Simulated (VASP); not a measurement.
Crystal: NiSb.

```xyz
2
Lattice="0.0000 2.6341 2.6341 2.6341 0.0000 2.6341 2.6341 2.6341 0.0000" Properties=species:S:1:pos:R:3 pbc="T T T"
Ni    0.0000    0.0000    0.0000
Sb    3.9511    3.9511    3.9511
```

| Item | Value |
| --- | --- |
| Program | VASP 6.6.1 |
| Task | relaxation of cell and atoms |
| Functional | PBE |
| Potentials or basis | VASP PAW PBE potentials, release 64 (Ni, Sb) |
| Cutoff | 600 eV |
| k mesh | 6 × 6 × 6 |
| Occupations | gaussian, width 0.1 eV |
| Spin | no spin polarisation |

At the start: pressure 30.8 GPa; volume 18.28 Å³/atom.

**Question.** How do energy, volume and symmetry change on relaxing?

**Answer.** Over 4 steps the energy falls by 379.5 meV/atom and the volume is 23.25 Å³/atom (+27.2 %); space group F-43m (No. 216, to 0.1 Å) before and after.

The path:
```csv
step,energy change (eV),largest force (eV/Å),pressure (GPa),volume (Å³)
1,0.0000,0.0000,30.82,36.55
2,-0.3059,0.0000,-9.66,58.48
3,-0.7586,0.0000,-0.45,46.72
4,-0.7589,0.0000,-0.07,46.50
```

Final structure:
```yaml
crystal:
  lattice:
    - [0.00000, 2.85405, 2.85405]
    - [2.85405, 0.00000, 2.85405]
    - [2.85405, 2.85405, 0.00000]
  atoms:
    - { symbol: Ni, position: [0.00000, 0.00000, 0.00000] }
    - { symbol: Sb, position: [0.75000, 0.75000, 0.75000] }
```

Caveat: the volume moved by over 15 % at a fixed basis, so the end points are rough; an odd number of electrons without spin polarisation forces a metal; a magnetic or distorted state may lie lower.
